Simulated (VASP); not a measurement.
Input of a VASP 6.6.1 run:

Contents of INCAR:

```
SYSTEM = AlIn3As4
PREC = Accurate
ENCUT = 520
EDIFF = 1E-6
ISMEAR = 0
SIGMA = 0.1
LREAL = .FALSE.
LASPH = .TRUE.
NELM = 80
ALGO = Normal
ISIF = 2
LWAVE = .FALSE.
LCHARG = .FALSE.
GGA = PE
NBANDS = 41
```

Contents of KPOINTS:

```
Automatic mesh
0
G
  4 4 4
  0 0 0
```

The input POSCAR:

```
AlIn3As4
1.0
   -2.8624136000      2.8624136000      5.7248272000
    2.8624136000     -2.8624136000      5.7248272000
    2.8624136000      2.8624136000     -5.7248272000
Al In As
1 3 4
Direct
    0.5000000000      0.5000000000      0.0000000000
    0.7500000000      0.2500000000      0.5000000000
    0.2500000000      0.7500000000      0.5000000000
    0.0000000000      0.0000000000      0.0000000000
    0.8750000000      0.3750000000      0.0000000000
    0.3750000000      0.8750000000      0.0000000000
    0.1250000000      0.1250000000      0.5000000000
    0.6250000000      0.6250000000      0.5000000000
```

Potentials or basis: VASP PAW PBE potentials, release 64 (Al, In_d, As).

Run with:

```sh
$ cat potpaw_PBE.64/Al/POTCAR potpaw_PBE.64/In_d/POTCAR potpaw_PBE.64/As/POTCAR > POTCAR
$ mpirun -np 1 vasp_std > vasp.out
```

Q: Predict the band gap on the k mesh.

A: 0.95 eV, direct.

Q: Estimate the largest force.

A: 1.640 eV/Å.

Forces in eV/Å, atoms in the order of the input:
```
Al   0.000  0.000  0.000
In   0.000  0.000  0.000
In   0.000  0.000  0.000
In   0.000  0.000  0.000
As   0.953 -0.953 -0.934
As  -0.953  0.953 -0.934
As   0.953  0.953  0.934
As  -0.953 -0.953  0.934
```

Caveat: spin-orbit coupling is left out, which moves the levels of the heavy elements; forces of over 1 eV/Å act on the atoms, so gaps and moduli don't describe the material at rest. A k mesh can miss the band edges.
